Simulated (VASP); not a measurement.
# LiH (F-43m) in VASP: a series of runs

Aim: see how the results for LiH move with the level of theory and the settings. Levels: LDA, PBE. Tasks: G0W0 quasiparticle levels.

Everything below comes from runs of VASP 6.6.1. Logs are shortened: lines on timing, memory, paths and dates and some standing lists are left out, and cuts for length are marked.

## Step 1: The cell of the first run

The structure is cubic, space group F-43m (No. 216). The conventional cell has a = 4.290 Å, b = 4.290 Å, c = 4.290 Å, α = 90.00°, β = 90.00°, γ = 90.00°. Li (site symmetry -43m) has 4 H at 1.86 Å within 2.5 Å. H (site symmetry -43m) has 4 Li at 1.86 Å within 2.5 Å.

## Step 2: G0W0 quasiparticle levels, LDA

Input file POSCAR:

```
LiH
1.0
    0.0000000000      2.1451220101      2.1451220101
    2.1451220101      0.0000000000      2.1451220101
    2.1451220101      2.1451220101      0.0000000000
Li H
1 1
Direct
    0.0000000000      0.0000000000      0.0000000000
    0.2500000000      0.2500000000      0.2500000000
```

Input file INCAR.step1:

```
SYSTEM = LiH
ALGO = Normal
EDIFF = 1E-8
ENCUT = 500
GGA = CA
ISMEAR = 0
LASPH = .TRUE.
LCHARG = .FALSE.
LREAL = .FALSE.
LWAVE = .TRUE.
NELM = 60
PREC = Accurate
SIGMA = 0.01
```

Input file INCAR.step2:

```
SYSTEM = LiH
ALGO = Exact
EDIFF = 1E-8
ENCUT = 500
GGA = CA
ISMEAR = 0
ISTART = 1
LASPH = .TRUE.
LCHARG = .FALSE.
LOPTICS = .TRUE.
LREAL = .FALSE.
LWAVE = .TRUE.
NBANDS = 75
NELM = 1
PREC = Accurate
SIGMA = 0.01
```

Input file INCAR.step3:

```
SYSTEM = LiH
ALGO = EVGW0
EDIFF = 1E-8
ENCUT = 500
ENCUTGW = 140.0
GGA = CA
ISMEAR = 0
ISTART = 1
LASPH = .TRUE.
LCHARG = .FALSE.
LREAL = .FALSE.
LWAVE = .FALSE.
NBANDS = 75
NBANDSGW = 9
NELMGW = 1
NOMEGA = 96
OMEGAMAX = 20
PREC = Accurate
PRECFOCK = Fast
SIGMA = 0.01
```

Input file KPOINTS:

```
k-points
0
G
  6 6 6
  0 0 0
```

Potentials or basis: VASP PAW LDA potentials, release 64 (Li_GW, H_GW).

Launch:

```console
$ cat potpaw_LDA.64/Li_GW/POTCAR potpaw_LDA.64/H_GW/POTCAR > POTCAR
$ cp INCAR.step1 INCAR
$ mpirun -np 1 vasp_std > vasp.out
$ cp INCAR.step2 INCAR
$ mpirun -np 1 vasp_std > vasp.out
$ cp INCAR.step3 INCAR
$ mpirun -np 1 vasp_std > vasp.out
```

OUTCAR:

```text
SYSTEM = LiH
   EDIFF = 1E-8
   ENCUT = 500
   ENCUTGW = 140.0
   GGA = CA
   ISMEAR = 0
   ISTART = 1
   LASPH = .TRUE.
   LREAL = .FALSE.
   NELMGW = 1
   PREC = Accurate
   PRECFOCK = Fast

 ion  position               nearest neighbor table
   1  0.000  0.000  0.000-   2 1.86   2 1.86   2 1.86   2 1.86
   2  0.250  0.250  0.250-   1 1.86   1 1.86   1 1.86   1 1.86

  LATTYP: Found a face centered cubic cell.
 ALAT       =     4.2902440202

  Lattice vectors:

 A1 = (   0.0000000000,   2.1451220101,   2.1451220101)
 A2 = (   2.1451220101,   0.0000000000,   2.1451220101)
 A3 = (   2.1451220101,   2.1451220101,   0.0000000000)

Analysis of symmetry for initial positions (statically):
=====================================================================
 Subroutine PRICEL returns:
 Original cell was already a primitive cell.

 Routine SETGRP: Setting up the symmetry group for a
 face centered cubic supercell.

 Subroutine GETGRP returns: Found 24 space group operations
 (whereof 24 operations were pure point group operations)
 out of a pool of 48 trial point group operations.

The static configuration has the point symmetry T_d .

Analysis of symmetry for dynamics (positions and initial velocities):
=====================================================================
 Subroutine PRICEL returns:
 Original cell was already a primitive cell.

 Routine SETGRP: Setting up the symmetry group for a
 face centered cubic supercell.

 Subroutine GETGRP returns: Found 24 space group operations
 (whereof 24 operations were pure point group operations)
 out of a pool of 48 trial point group operations.

The dynamic configuration has the point symmetry T_d .

 Subroutine INISYM returns: Found 24 space group operations
 (whereof 24 operations are pure point group operations),
 and found     1 'primitive' translations

----------------------------------------------------------------------------------------

                                     Primitive cell

  volume of cell :      19.7418

  direct lattice vectors                    reciprocal lattice vectors
     0.000000000  2.145122010  2.145122010    -0.233086975  0.233086975  0.233086975
[... 66 lines left out ...]
   NGXF,Y,Z  is equivalent  to a cutoff of  26.30, 26.30, 26.30 a.u.
 SYSTEM =  LiH
   PREC   = accura    normal or accurate (medium, high low for compatibility)
   ISTART =      1    job   : 0-new  1-cont  2-samecut
   ICHARG =      0    charge: 1-file 2-atom 10-const
   ISPIN  =      1    spin polarized calculation?
   LNONCOLLINEAR =      F non collinear calculations
   LSORBIT =      F    spin-orbit coupling
   LASPH  =      T    aspherical Exc in radial PAW
   ENCUT  =  500.0 eV  36.75 Ry    6.06 a.u.   5.53  5.53  5.53*2*pi/ulx,y,z
   NELM   =     60;   NELMIN=  2; NELMDL=  0     # of ELM steps
   EDIFF  = 0.1E-07   stopping-criterion for ELM
   LREAL  =      F    real-space projection
   EDIFFG = 0.1E-06   stopping-criterion for IOM
   NSW    =      0    number of steps for IOM
   IBRION =     -1    ionic relax: 0-MD 1-quasi-New 2-CG
   NFREE  =      0    steps in history (QN), initial steepest desc. (CG)
   ISIF   =      0    stress and relaxation
   ISYM   =      3    0-nonsym 1-usesym 2-fastsym
   POTIM  = 0.5000    time-step for ionic-motion
   TEBEG  =    0.0;   TEEND  =   0.0 temperature during run
   PSTRESS=    0.0 pullay stress
   NELECT =       2.0000    total number of electrons
   NUPDOWN=      -1.0000    fix difference up-down
   EMIN   =  10.00;   EMAX   =-10.00  energy-range for DOS
   EFERMI =   0.00;   METHOD = LEGACY
   ISMEAR =     0;   SIGMA  =   0.01  broadening in eV -4-tet -1-fermi 0-gaus
   EFERMI_NEDOS =   21; number of points for ismear=-14 and -15
   IALGO  =     38    algorithm
   IMIX   =      4    mixing-type and parameters
     AMIX     =   0.40;   BMIX     =  1.00
     AMIX_MAG =   1.60;   BMIX_MAG =  1.00
  volume/ion in A,a.u.               =       9.87        66.61
  Fermi-wavevector in a.u.,A,eV,Ry     =   0.763173  1.442187  7.924476  0.582433
  Thomas-Fermi vector in A             =   1.862796
   LORBIT       =      0    0 simple, 1 ext, 2 COOP (PROOUT), +10 PAW based schemes
   GGA     = CA    functional components
   LHFCALC =     T    Hartree Fock is set to
   PRECFOCK=fast      Normal, Fast or Accurate (Low or Medium for compatibility)
   ENCUT4O =  -1.0   cutoff for four orbital integrals eV
   NKREDX  =     1    reduce k-point grid by
   NKREDY  =     1    reduce k-point grid by
   NKREDZ  =     1    reduce k-point grid by
   AEXX    =    1.0000 exact exchange contribution
   HFSCREEN=    0.0000 screening length (either q_TF or 0.3 A-1)
   HFSCREENC=   0.0000 screening length for correlation (either q_TF or 0.3 A-1)
   ENCUTFOCK=  -1.0 apply spherical cutoff to Coloumb kernel
   IVDW    =     0    specifies the selected vdW correction
   LEPSILON=     F    determine dielectric tensor
   LRPA    =     F    only Hartree local field effects (RPA)
   LRPAFORCE           =     F    calculate RPA forces
   ENCUTGW             = 140.0    cutoff for response function in eV
   ENCUTGWSOFT         = 112.0    soft cutoff for Coulomb kernel in GW response function in eV
   ENCUTLF             =  -1.0    cutoff for local field effects
   NELMGW              =     1    number of iterations in solving QP/BSE equation
   NELMHF              =     1    number of iterations in the inner HF iteration
   NKREDLFX            =     1    NKREDLFY  =   1   NKREDLFZ  =   1
 non-spin polarized calculation
 Gauss-broadening in eV      SIGMA  =   0.01
  energy-cutoff  :      500.00
  volume of cell :       19.74
 maximum number of plane-waves:       531
 NGX is ok and might be reduce to    24
  NGX = 14; NGY = 14; NGZ = 14
   NGX = 11   NGY = 11   NGZ = 11
 maximum number of plane-waves:        80
 NGX is ok and might be reduce to    14

 QP shifts <psi_nk| G(iteration)W_0 |psi_nk>: iteration 1
 for sc-GW calculations column KS-energies equals QP-energies in previous step
 and V_xc(KS)=  KS-energies - (<T + V_ion + V_H > + <T+V_H+V_ion>^1  + <V_x>^1)

 k-point   1 :       0.0000    0.0000    0.0000
  band No.  KS-energies  QP-energies   sigma(KS)   V_xc(KS)     V^pw_x(r,r')   Z            occupation Imag(sigma)

      1      -6.1816      -7.6687     -11.1312      -8.8752     -14.2866       0.6592       2.0000       0.1736
      2      10.6969      11.1590      -9.2438      -9.8905      -3.9736       0.7145       0.0000      -0.7551
      3      14.4352      15.6605      -5.9156      -7.5917      -0.9758       0.7310       0.0000      -0.5636
      4      14.4352      15.6605      -5.9156      -7.5917      -0.9758       0.7310       0.0000      -0.5636
      5      14.4352      15.6605      -5.9156      -7.5917      -0.9758       0.7310       0.0000      -0.5636
      6      17.2278      18.2576      -6.7952      -8.0810      -1.8202       0.8009       0.0000      -1.4919
      7      17.2278      18.2576      -6.7952      -8.0810      -1.8202       0.8009       0.0000      -1.4919
      8      17.2278      18.2576      -6.7952      -8.0810      -1.8202       0.8009       0.0000      -1.4919
      9      24.1478      25.1630      -5.2763      -6.3353      -0.5939       0.9587       0.0000      -1.8142
[... 186 lines left out ...]
      1      -2.4744      -3.9671     -12.4778     -10.4620     -14.1392       0.7405       2.0000       0.0496
      2       4.1461       5.0969      -5.8396      -7.0741      -2.0731       0.7701       0.0000      -0.0896
      3       4.2714       5.1948      -6.0729      -7.2501      -2.5986       0.7844       0.0000      -0.0769
      4       8.2687       9.2051      -6.3317      -7.5717      -2.1381       0.7552       0.0000      -0.2137
      5      13.2310      14.1408      -6.8963      -8.1097      -1.9183       0.7498       0.0000      -0.7900
      6      16.7965      17.7410      -6.0728      -7.2625      -0.9374       0.7939       0.0000      -1.1240
      7      21.2466      22.6497      -6.5109      -8.1215      -1.4908       0.8712       0.0000      -1.8106
      8      25.3603      26.9723      -5.6166      -7.3676      -0.7922       0.9206       0.0000      -2.1436
      9      30.5736      32.5572      -5.7961      -7.9832      -1.0477       0.9069       0.0000      -2.4143
```

OUTCAR.step1:

```text
SYSTEM = LiH
   EDIFF = 1E-8
   ENCUT = 500
   GGA = CA
   ISMEAR = 0
   LASPH = .TRUE.
   LREAL = .FALSE.
[... 338 lines left out ...]
      0.00000      0.00000      0.00000         0.000000      0.000000      0.000000
      1.07256      1.07256      1.07256        -0.000000     -0.000000     -0.000000
 -----------------------------------------------------------------------------------
    total drift:                                0.000000      0.000000      0.000000

  FREE ENERGIE OF THE ION-ELECTRON SYSTEM (eV)
  ---------------------------------------------------
  free  energy   TOTEN  =        -6.3314969887 eV

  energy  without entropy=       -6.3314969887  energy(sigma->0) =       -6.33149699
```

It took 2.2 min on 1 thread of AMD EPYC 9R45 (Zen 5), shared host; peak memory 0.3 GiB.

Results:

```
Quasiparticle gap                                   : 6.28 eV
Least direct quasiparticle gap                      : 7.30 eV
Band gap of the starting levels on the mesh         : 4.03 eV
Least direct gap of the starting levels on the mesh : 5.05 eV
```

Caveat: the k points lie up to 0.42 Å⁻¹ apart; bands, screening cutoff and mesh are small and nothing is extrapolated, so the quasiparticle values aren't converged; the structure was generated, so it needn't be the stable form of LiH.

## Step 3: G0W0 quasiparticle levels, PBE

POSCAR is that of step 2.

Input file INCAR.step1:

```
ALGO = Normal
EDIFF = 1E-8
ENCUT = 500
GGA = PE
ISMEAR = 0
LASPH = True
LCHARG = False
LREAL = False
LWAVE = True
NELM = 80
PREC = Accurate
SIGMA = 0.01
```

Input file INCAR.step2:

```
ALGO = Exact
EDIFF = 1E-8
ENCUT = 500
GGA = PE
ISMEAR = 0
ISTART = 1
LASPH = True
LCHARG = False
LOPTICS = True
LREAL = False
LWAVE = True
NBANDS = 33
NELM = 1
PREC = Accurate
SIGMA = 0.01
```

Input file INCAR.step3:

```
ALGO = EVGW0
EDIFF = 1E-8
ENCUT = 500
ENCUTGW = 80.0
GGA = PE
ISMEAR = 0
ISTART = 1
LASPH = True
LCHARG = False
LREAL = False
LWAVE = False
NBANDS = 33
NBANDSGW = 9
NELMGW = 1
NOMEGA = 96
OMEGAMAX = 20
PREC = Accurate
PRECFOCK = Fast
SIGMA = 0.01
```

Input file KPOINTS:

```
k-points
0
Gamma
  8 8 8
```

Potentials or basis: VASP PAW PBE potentials, release 64 (Li_GW, H_GW).

Launch:

```console
$ cat potpaw_PBE.64/Li_GW/POTCAR potpaw_PBE.64/H_GW/POTCAR > POTCAR
$ cp INCAR.step1 INCAR
$ mpirun -np 1 vasp_std > vasp.out
$ cp INCAR.step2 INCAR
$ mpirun -np 1 vasp_std > vasp.out
$ cp INCAR.step3 INCAR
$ mpirun -np 1 vasp_std > vasp.out
```

OUTCAR:

```text
EDIFF = 1E-8
   ENCUT = 500
   ENCUTGW = 80.0
   GGA = PE
   ISMEAR = 0
   ISTART = 1
   LASPH = True
   LREAL = False
   NELMGW = 1
   PREC = Accurate
   PRECFOCK = Fast

 ion  position               nearest neighbor table
   1  0.000  0.000  0.000-   2 1.86   2 1.86   2 1.86   2 1.86
   2  0.250  0.250  0.250-   1 1.86   1 1.86   1 1.86   1 1.86

  LATTYP: Found a face centered cubic cell.
 ALAT       =     4.2902440202

  Lattice vectors:

[... 185 lines left out ...]
 NGX is ok and might be reduce to    10

 QP shifts <psi_nk| G(iteration)W_0 |psi_nk>: iteration 1
 for sc-GW calculations column KS-energies equals QP-energies in previous step
 and V_xc(KS)=  KS-energies - (<T + V_ion + V_H > + <T+V_H+V_ion>^1  + <V_x>^1)

 k-point   1 :       0.0000    0.0000    0.0000
  band No.  KS-energies  QP-energies   sigma(KS)   V_xc(KS)     V^pw_x(r,r')   Z            occupation Imag(sigma)

      1      -7.6160      -9.1817     -11.2509      -8.9139     -14.4420       0.6700       2.0000       0.1652
      2       9.2076      10.0452      -8.8291      -9.9987      -4.0588       0.7161       0.0000      -0.6461
      3      13.3666      14.5049      -5.6957      -7.2149      -0.9670       0.7492       0.0000      -0.5517
      4      13.3666      14.5049      -5.6957      -7.2149      -0.9670       0.7492       0.0000      -0.5517
      5      13.3666      14.5049      -5.6957      -7.2149      -0.9670       0.7492       0.0000      -0.5517
      6      15.9434      17.0006      -6.5547      -7.7853      -1.8185       0.8591       0.0000      -1.4375
      7      15.9434      17.0006      -6.5547      -7.7853      -1.8185       0.8591       0.0000      -1.4375
      8      15.9434      17.0006      -6.5547      -7.7853      -1.8185       0.8591       0.0000      -1.4375
      9      22.8907      23.6706      -5.0753      -5.9479      -0.5672       0.8937       0.0000      -1.7020
[... 290 lines left out ...]
      1      -4.4763      -5.9092     -12.2875     -10.3625     -14.3153       0.7444       2.0000       0.0637
      2       0.8210       1.5334      -5.8732      -6.7643      -2.7563       0.7993       0.0000      -0.0592
      3       6.7614       7.5366      -6.1397      -7.1726      -2.0855       0.7504       0.0000      -0.2076
      4       8.5630       9.5181      -6.0532      -7.2970      -1.8489       0.7679       0.0000      -0.3008
      5      12.7058      13.6663      -6.4005      -7.6753      -1.6431       0.7535       0.0000      -0.7316
      6      16.2162      17.1135      -6.4327      -7.5540      -1.5224       0.8002       0.0000      -1.2676
      7      19.4684      20.7536      -6.0140      -7.5001      -1.1854       0.8648       0.0000      -1.5749
      8      21.7109      23.1622      -5.5090      -7.1998      -0.9247       0.8583       0.0000      -1.7598
      9      23.6008      24.9998      -5.5550      -7.1601      -1.0309       0.8716       0.0000      -1.8755

 [... further k-points ...]
```

OUTCAR.step1:

```text
EDIFF = 1E-8
   ENCUT = 500
   GGA = PE
   ISMEAR = 0
   LASPH = True
[... 413 lines left out ...]
 -----------------------------------------------------------------------------------
      0.00000      0.00000      0.00000        -0.000000      0.000000      0.000000
      1.07256      1.07256      1.07256         0.000000     -0.000000     -0.000000
 -----------------------------------------------------------------------------------
    total drift:                               -0.000000     -0.000000     -0.000000

  FREE ENERGIE OF THE ION-ELECTRON SYSTEM (eV)
  ---------------------------------------------------
  free  energy   TOTEN  =        -6.0181012082 eV

  energy  without entropy=       -6.0181012082  energy(sigma->0) =       -6.01810121
```

It took 4.4 min on 1 thread of AMD EPYC 9R45 (Zen 5), shared host; peak memory 0.37 GiB.

Results:

```
Quasiparticle gap                                   : 6.23 eV
Least direct quasiparticle gap                      : 7.39 eV
Band gap of the starting levels on the mesh         : 4.19 eV
Least direct gap of the starting levels on the mesh : 5.26 eV
```

Caveat: bands, screening cutoff and mesh are small and nothing is extrapolated, so the quasiparticle values aren't converged; the structure was generated, so it needn't be the stable form of LiH.
